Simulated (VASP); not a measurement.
Input of a VASP 6.6.1 run:

Contents of INCAR:

```
ALGO = Normal
EDIFF = 1E-6
ENCUT = 520
GGA = CA
ISIF = 2
ISMEAR = -1
LASPH = T
LCHARG = F
LREAL = F
LWAVE = F
NBANDS = 12
NELM = 100
PREC = Accurate
SIGMA = 0.05
```

Contents of KPOINTS:

```
k-points
0
Gamma
  17 17 17
```

The input POSCAR:

```
Sc
1.0
   -1.7344576391      1.7344576391      1.7344576391
    1.7344576391     -1.7344576391      1.7344576391
    1.7344576391      1.7344576391     -1.7344576391
Sc
1
Direct
    0.0000000000      0.0000000000      0.0000000000
```

Potentials or basis: VASP PAW LDA potentials, release 64 (Sc_sv).

Launch:

```bash
$ cat potpaw_LDA.64/Sc_sv/POTCAR > POTCAR
$ mpirun -np 1 vasp_std > vasp.out
```

Q: Predict the band gap on the k mesh.

A: Zero (an odd number of electrons rules out a gap without spin polarisation).

Q: Predict the pressure.

A: 5.7 GPa.

Caveat: the cell stands under pressure.
